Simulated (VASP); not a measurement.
# MgO (P6_3/mmc) in VASP: single point with HSE06

Aim: the single point of MgO with HSE06.

Everything below comes from runs of VASP 6.6.1. Logs are shortened: lines on timing, memory, paths and dates and some standing lists are left out, and cuts for length are marked.

## (1) The cell of the first run

The structure is hexagonal, space group P6_3/mmc (No. 194). The conventional cell has a = 2.923 Å, b = 2.923 Å, c = 5.092 Å, α = 90.00°, β = 90.00°, γ = 120.00°. Mg (site symmetry -3m) has 6 O at 2.11 Å and 2 Mg at 2.55 Å within 2.8 Å. O (site symmetry -6m2) has 6 Mg at 2.11 Å within 2.8 Å.

## (2) Single point, HSE06

File POSCAR:

```
MgO
1.0
    2.9230552965      0.0000000000      0.0000000000
   -1.4615276482      2.5314401434      0.0000000000
    0.0000000000      0.0000000000      5.0921016473
Mg O
2 2
Direct
    0.0000000000      0.0000000000      0.0000000000
    0.0000000000      0.0000000000      0.5000000000
    0.3333333333      0.6666666667      0.2500000000
    0.6666666667      0.3333333333      0.7500000000
```

File INCAR.step1:

```
SYSTEM = MgO
ALGO = Normal ; EDIFF = 1E-5
ENCUT = 520 ; GGA = PE
ISIF = 2 ; ISMEAR = 0
LASPH = .True. ; LCHARG = .False.
LREAL = .False. ; LWAVE = .True.
NBANDS = 16 ; NELM = 60
PREC = Accurate ; SIGMA = 0.01
```

File INCAR.step2:

```
SYSTEM = MgO
ALGO = Normal ; EDIFF = 1E-6
ENCUT = 520 ; GGA = PE
HFSCREEN = 0.2079 ; ISIF = 2
ISMEAR = 0 ; ISTART = 1
LASPH = .True. ; LCHARG = .False.
LHFCALC = .True. ; LREAL = .False.
LWAVE = .False. ; NBANDS = 16
NELM = 60 ; PREC = Accurate
PRECFOCK = Normal ; SIGMA = 0.01
```

File KPOINTS:

```
k-points
0
Gamma
  6 6 4
  0 0 0
```

Potentials or basis: VASP PAW PBE potentials, release 64 (Mg, O).

On the command line:

```sh
cat potpaw_PBE.64/Mg/POTCAR potpaw_PBE.64/O/POTCAR > POTCAR
cp INCAR.step1 INCAR
mpirun -np 1 vasp_std > vasp.out
cp INCAR.step2 INCAR
mpirun -np 1 vasp_std > vasp.out
```

OUTCAR:

```text
SYSTEM = MgO
   EDIFF = 1E-6
   ENCUT = 520
   GGA = PE
   HFSCREEN = 0.2079
   ISIF = 2
   ISMEAR = 0
   ISTART = 1
   LASPH = .True.
   LHFCALC = .True.
   LREAL = .False.
   NELM = 60
   PREC = Accurate
   PRECFOCK = Normal

 ion  position               nearest neighbor table
   1  0.000  0.000  0.000-   3 2.11   4 2.11   3 2.11   4 2.11   4 2.11   3 2.11   2 2.55   2 2.55

   2  0.000  0.000  0.500-   3 2.11   4 2.11   3 2.11   4 2.11   4 2.11   3 2.11   1 2.55   1 2.55

   3  0.333  0.667  0.250-   1 2.11   2 2.11   1 2.11   2 2.11   1 2.11   2 2.11
   4  0.667  0.333  0.750-   1 2.11   2 2.11   1 2.11   2 2.11   1 2.11   2 2.11

  LATTYP: Found a hexagonal cell.
 ALAT       =     2.9230552965
 C/A-ratio  =     1.7420476627

  Lattice vectors:

 A1 = (   2.9230552965,   0.0000000000,   0.0000000000)
 A2 = (  -1.4615276482,   2.5314401434,   0.0000000000)
 A3 = (   0.0000000000,   0.0000000000,   5.0921016473)

Analysis of symmetry for initial positions (statically):
=====================================================================
 Subroutine PRICEL returns:
 Original cell was already a primitive cell.

 Routine SETGRP: Setting up the symmetry group for a
 hexagonal supercell.

 Subroutine GETGRP returns: Found 24 space group operations
 (whereof 12 operations were pure point group operations)
 out of a pool of 24 trial point group operations.

The static configuration has the point symmetry D_3d.
 The point group associated with its full space group is D_6h.

Analysis of symmetry for dynamics (positions and initial velocities):
=====================================================================
 Subroutine PRICEL returns:
 Original cell was already a primitive cell.

 Routine SETGRP: Setting up the symmetry group for a
 hexagonal supercell.

 Subroutine GETGRP returns: Found 24 space group operations
 (whereof 12 operations were pure point group operations)
 out of a pool of 24 trial point group operations.

The dynamic configuration has the point symmetry D_3d.
 The point group associated with its full space group is D_6h.

 Subroutine INISYM returns: Found 24 space group operations
 (whereof 12 operations are pure point group operations),
 and found     1 'primitive' translations

----------------------------------------------------------------------------------------

                                     Primitive cell

  volume of cell :      37.6792

  direct lattice vectors                    reciprocal lattice vectors
     2.923055296  0.000000000  0.000000000     0.342107794  0.197516027  0.000000000
    -1.461527648  2.531440143  0.000000000     0.000000000  0.395032054  0.000000000
     0.000000000  0.000000000  5.092101647     0.000000000  0.000000000  0.196382568

  length of vectors
     2.923055296  2.923055296  5.092101647     0.395032054  0.395032054  0.196382568

  position of ions in fractional coordinates (direct lattice)
     0.000000000  0.000000000  0.000000000
     0.000000000  0.000000000  0.500000000
     0.333333333  0.666666667  0.250000000
     0.666666667  0.333333333  0.750000000

  ion indices of the primitive-cell ions
   primitive index   ion index
                 1           1
                 2           2
                 3           3
                 4           4

----------------------------------------------------------------------------------------

 KPOINTS: k-points

Automatic generation of k-mesh.
 Grid dimensions read from file:
 generate k-points for:    6    6    4

 Generating k-lattice:

  Cartesian coordinates                     Fractional coordinates (reciprocal lattice)
     0.057017966  0.032919338  0.000000000     0.166666667  0.000000000  0.000000000
     0.000000000  0.065838676  0.000000000     0.000000000  0.166666667  0.000000000
     0.000000000  0.000000000  0.049095642     0.000000000  0.000000000  0.250000000

  Length of vectors
     0.065838676  0.065838676  0.049095642

  Shift w.r.t. Gamma in fractional coordinates (k-lattice)
     0.000000000  0.000000000  0.000000000

 Subroutine IBZKPT returns following result:
 ===========================================

 Found     21 irreducible k-points:

 Following reciprocal coordinates:
            Coordinates               Weight
  0.000000  0.000000  0.000000      1.000000
  0.166667  0.000000  0.000000      6.000000
  0.333333  0.000000  0.000000      6.000000
  0.500000  0.000000  0.000000      3.000000
  0.166667  0.166667  0.000000      6.000000
  0.333333  0.166667  0.000000     12.000000
[... 13 lines left out ...]
  0.333333  0.166667  0.500000     12.000000
  0.333333  0.333333  0.500000      2.000000
   k-points           NKPTS =     21   k-points in BZ     NKDIM =    144   number of bands    NBANDS=     16
   number of dos      NEDOS =    301   number of ions     NIONS =      4
   total plane-waves  NPLWV =  23040
   dimension x,y,z NGX =    24 NGY =   24 NGZ =   40
   dimension x,y,z NGXF=    48 NGYF=   48 NGZF=   80
   ions per type =               2   2
   NGX,Y,Z   is equivalent  to a cutoff of  13.65, 13.65, 13.06 a.u.
   NGXF,Y,Z  is equivalent  to a cutoff of  27.30, 27.30, 26.12 a.u.
 SYSTEM =  MgO
   PREC   = accura    normal or accurate (medium, high low for compatibility)
   ISTART =      1    job   : 0-new  1-cont  2-samecut
   ICHARG =      0    charge: 1-file 2-atom 10-const
   ISPIN  =      1    spin polarized calculation?
   LNONCOLLINEAR =      F non collinear calculations
   LSORBIT =      F    spin-orbit coupling
   LASPH  =      T    aspherical Exc in radial PAW
   ENCUT  =  520.0 eV  38.22 Ry    6.18 a.u.   5.43  5.43  9.47*2*pi/ulx,y,z
   NELM   =     60;   NELMIN=  2; NELMDL=  0     # of ELM steps
   EDIFF  = 0.1E-05   stopping-criterion for ELM
   LREAL  =      F    real-space projection
   EDIFFG = 0.1E-04   stopping-criterion for IOM
   NSW    =      0    number of steps for IOM
   IBRION =     -1    ionic relax: 0-MD 1-quasi-New 2-CG
   NFREE  =      0    steps in history (QN), initial steepest desc. (CG)
   ISIF   =      2    stress and relaxation
   ISYM   =      3    0-nonsym 1-usesym 2-fastsym
   POTIM  = 0.5000    time-step for ionic-motion
   TEBEG  =    0.0;   TEEND  =   0.0 temperature during run
   PSTRESS=    0.0 pullay stress
   NELECT =      16.0000    total number of electrons
   NUPDOWN=      -1.0000    fix difference up-down
   EMIN   =  10.00;   EMAX   =-10.00  energy-range for DOS
   EFERMI =   0.00;   METHOD = LEGACY
   ISMEAR =     0;   SIGMA  =   0.01  broadening in eV -4-tet -1-fermi 0-gaus
   EFERMI_NEDOS =   21; number of points for ismear=-14 and -15
   IALGO  =     38    algorithm
   IMIX   =      1    mixing-type and parameters
     AMIX     =   0.40;   BMIX     =  1.00
     AMIX_MAG =   1.60;   BMIX_MAG =  1.00
  volume/ion in A,a.u.               =       9.42        63.57
  Fermi-wavevector in a.u.,A,eV,Ry     =   1.230498  2.325304 20.600925  1.514125
  Thomas-Fermi vector in A             =   2.365344
   LORBIT       =      0    0 simple, 1 ext, 2 COOP (PROOUT), +10 PAW based schemes
   GGA     = PE    functional components
   LHFCALC =     T    Hartree Fock is set to
   PRECFOCK=normal    Normal, Fast or Accurate (Low or Medium for compatibility)
   ENCUT4O =  -1.0   cutoff for four orbital integrals eV
   NKREDX  =     1    reduce k-point grid by
   NKREDY  =     1    reduce k-point grid by
   NKREDZ  =     1    reduce k-point grid by
   AEXX    =    0.2500 exact exchange contribution
   HFSCREEN=    0.2079 screening length (either q_TF or 0.3 A-1)
   HFSCREENC=   0.2079 screening length for correlation (either q_TF or 0.3 A-1)
   ENCUTFOCK=  -1.0 apply spherical cutoff to Coloumb kernel
   IVDW    =     0    specifies the selected vdW correction
   LEPSILON=     F    determine dielectric tensor
   LRPA    =     F    only Hartree local field effects (RPA)
 non-spin polarized calculation
 Gauss-broadening in eV      SIGMA  =   0.01
  energy-cutoff  :      520.00
  volume of cell :       37.68
 maximum number of plane-waves:      1039
 NGX is ok and might be reduce to    24
  NGX = 18; NGY = 18; NGZ = 30

 number of electron      15.9999995 magnetization

 Free energy of the ion-electron system (eV)
  ---------------------------------------------------
  ext. energy  EPLUGINS =         0.00000000
  ---------------------------------------------------
  free energy    TOTEN  =       -27.79349703 eV

  energy without entropy =      -27.79349703  energy(sigma->0) =      -27.79349703

 E-fermi :   2.1654     XC(G=0):  -9.0540

 val. band max:        2.0537213742   @ k =   0.0000   0.0000   0.0000
 cond. band min:       8.2128433066   @ k =   0.0000   0.0000   0.0000
 fundamental gap:      6.1591219324
 Fermi energy:         2.1654034797

 k-point     1 :       0.0000    0.0000    0.0000
  band No.  band energies     occupation
      1     -16.8838      2.00000
      2     -15.7271      2.00000
      3      -3.1929      2.00000
      4       1.4854      2.00000
      5       1.4854      2.00000
      6       1.5554      2.00000
[... 8 lines left out ...]
     15      21.4008      0.00000
     16      21.4008      0.00000

 k-point     2 :       0.1667    0.0000    0.0000
  band No.  band energies     occupation
      1     -16.6049      2.00000
      2     -15.5921      2.00000
      3      -2.7637      2.00000
      4       0.3629      2.00000
      5       0.7085      2.00000
      6       1.2744      2.00000
[... 8 lines left out ...]
     15      21.5068      0.00000
     16      21.7466      0.00000

 k-point     3 :       0.3333    0.0000    0.0000
  band No.  band energies     occupation
      1     -15.9534      2.00000
      2     -15.3377      2.00000
      3      -1.7164      2.00000
      4      -1.6727      2.00000
      5      -1.0252      2.00000
      6       0.8848      2.00000
[... 8 lines left out ...]
     15      20.6335      0.00000
     16      22.9797      0.00000

 k-point     4 :       0.5000    0.0000    0.0000
  band No.  band energies     occupation
      1     -15.5000      2.00000
      2     -15.2895      2.00000
      3      -2.6586      2.00000
      4      -1.7383      2.00000
      5      -0.7639      2.00000
      6       0.3945      2.00000
[... 8 lines left out ...]
     15      20.2607      0.00000
     16      23.5103      0.00000

 k-point     5 :       0.1667    0.1667    0.0000
  band No.  band energies     occupation
      1     -16.1374      2.00000
      2     -15.3930      2.00000
      3      -2.0006      2.00000
      4      -0.8750      2.00000
      5      -0.6721      2.00000
      6       0.7737      2.00000
[... 8 lines left out ...]
     15      19.7513      0.00000
     16      22.1043      0.00000

 k-point     6 :       0.3333    0.1667    0.0000
  band No.  band energies     occupation
      1     -15.5536      2.00000
      2     -15.2434      2.00000
      3      -2.1653      2.00000
      4      -1.4071      2.00000
      5      -0.8820      2.00000
      6       0.0175      2.00000
[... 8 lines left out ...]
     15      18.2695      0.00000
     16      22.4539      0.00000
[... 210 lines left out ...]
 k-point    18 :       0.5000    0.0000    0.5000
  band No.  band energies     occupation
      1     -15.3913      2.00000
      2     -15.3913      2.00000
      3      -2.6387      2.00000
      4      -2.6387      2.00000
      5       0.4286      2.00000
      6       0.4286      2.00000
[... 8 lines left out ...]
     15      21.7955      0.00000
     16      21.7955      0.00000

 k-point    19 :       0.1667    0.1667    0.5000
  band No.  band energies     occupation
      1     -15.7809      2.00000
      2     -15.7809      2.00000
      3      -1.5822      2.00000
      4      -1.5822      2.00000
      5       0.3641      2.00000
      6       0.3641      2.00000
[... 8 lines left out ...]
     15      20.9109      0.00000
     16      20.9109      0.00000

 k-point    20 :       0.3333    0.1667    0.5000
  band No.  band energies     occupation
      1     -15.3974      2.00000
      2     -15.3974      2.00000
      3      -2.2293      2.00000
      4      -2.2293      2.00000
      5      -0.0614      2.00000
      6      -0.0614      2.00000
[... 8 lines left out ...]
     15      20.4028      0.00000
     16      20.4028      0.00000

 k-point    21 :       0.3333    0.3333    0.5000
  band No.  band energies     occupation
      1     -15.2665      2.00000
      2     -15.2665      2.00000
      3      -1.7433      2.00000
      4      -1.7433      2.00000
      5      -1.1664      2.00000
      6      -1.1664      2.00000
[... 8 lines left out ...]
     15      19.9621      0.00000
     16      19.9621      0.00000

------------------------ aborting loop because EDIFF is reached ----------------------------------------

  FORCE on cell =-STRESS in cart. coord.  units (eV):
  Direction    XX          YY          ZZ          XY          YZ          ZX
  --------------------------------------------------------------------------------------
  -------------------------------------------------------------------------------------
  Total       -0.1436863     -0.1436863     -0.1381844     -0.0000000     -0.0000000      0.0000000
  in kB       -6.1097599     -6.1097599     -5.8758119     -0.0000000     -0.0000000      0.0000000
  external PRESSURE =      -6.0317772 kB  Pullay stress =       0.0000000 kB

 VOLUME and BASIS-vectors are now :
 -----------------------------------------------------------------------------
  energy-cutoff  :      520.00
  volume of cell :       37.68
      direct lattice vectors                 reciprocal lattice vectors
     2.923055296  0.000000000  0.000000000     0.342107794  0.197516027  0.000000000
    -1.461527648  2.531440143  0.000000000     0.000000000  0.395032054  0.000000000
     0.000000000  0.000000000  5.092101647     0.000000000  0.000000000  0.196382568

 POSITION                                       TOTAL-FORCE (eV/Angst)
 -----------------------------------------------------------------------------------
      0.00000      0.00000      0.00000         0.000000      0.000000      0.000000
      0.00000      0.00000      2.54605        -0.000000      0.000000      0.000000
     -0.00000      1.68763      1.27303        -0.000000      0.000000      0.000000
      1.46153      0.84381      3.81908        -0.000000      0.000000     -0.000000
 -----------------------------------------------------------------------------------
    total drift:                                0.000001     -0.000003     -0.000440

  FREE ENERGIE OF THE ION-ELECTRON SYSTEM (eV)
  ---------------------------------------------------
  free  energy   TOTEN  =       -27.7934970344 eV

  energy  without entropy=      -27.7934970344  energy(sigma->0) =      -27.79349703
```

It took 16 min on 1 thread of Intel Xeon 6975P-C (Granite Rapids), shared host; peak memory 0.28 GiB.

What came out:

| Property | Result |
| --- | --- |
| Free energy | -27.7935 eV |
| Pressure | -0.6 GPa |
| Band gap on the k mesh | 6.16 eV |

Caveat: the PAW data sets were made with another functional, which shifts forces and pressure a little.
